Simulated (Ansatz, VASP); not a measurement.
## Two plane-wave programs on AlP

The input INCAR:

```
SYSTEM = AlP
  PREC = Accurate
  ENCUT = 500
  EDIFF = 1E-6
  ISMEAR = 1
  SIGMA = 0.1
  LREAL = .FALSE.
  LASPH = .TRUE.
  NELM = 120
  ALGO = Normal
  ISIF = 2
  LWAVE = .FALSE.
  LCHARG = .FALSE.
  NBANDS = 11
  GGA_COMPAT = .FALSE.
```

The input KPOINTS:

```
Automatic mesh
0
G
  7 7 7
  0 0 0
```

Contents of POSCAR:

```
AlP
1.0
    3.8544390000      0.0000000000      0.0000000000
    1.9272195000      3.3380420913      0.0000000000
    1.9272195000      1.1126806971      3.1471362649
Al P
1 1
Direct
    0.0000000000      0.0000000000      0.0000000000
    0.2500000000      0.2500000000      0.2500000000
```

Input for Ansatz:

```yaml
crystal:
  lattice:
    - [3.854439, 0.0, 0.0]
    - [1.9272195000000005, 3.338042091337488, 0.0]
    - [1.9272195000000005, 1.112680697112496, 3.147136264894483]
  atoms:
    - { symbol: Al, position: [0.0, 0.0, 0.0] }
    - { symbol: P, position: [0.24999999999999997, 0.2500000000000001, 0.24999999999999997] }
basis:
  ecutwfc: 420.0
  xc_grid: 3
kpoints:
  mp_grid:
    grid: [7, 7, 7]
hamiltonian:
  xc: lda
scf:
  algorithm: direct_min
  lower_state_search: light
  occupations:
    method: cold
  eigensolver:
    kind: auto
    mixed_precision: false
```

Alike in both runs: task single point; functional LDA; k mesh 7 × 7 × 7; no spin polarisation.

|  | VASP | Ansatz |
| --- | --- | --- |
| version | VASP 6.6.1 | Ansatz 0.2.0 |
| potentials or method | VASP PAW LDA potentials, release 64 (Al, P), cutoff 500 eV | plane waves, PAW |
| occupations | methfessel-paxton of order 1, width 0.1 eV | cold |
| valence electrons in the cell | 8 | 8 |

|  | VASP | Ansatz | Ansatz less VASP |
| --- | --- | --- | --- |
| gap on the k mesh at the Fermi level (eV) | 1.56 | 1.57 | +0.005 |

LDA's correlation is that of Perdew and Zunger in VASP and of Perdew and Wang (1992) in Ansatz.
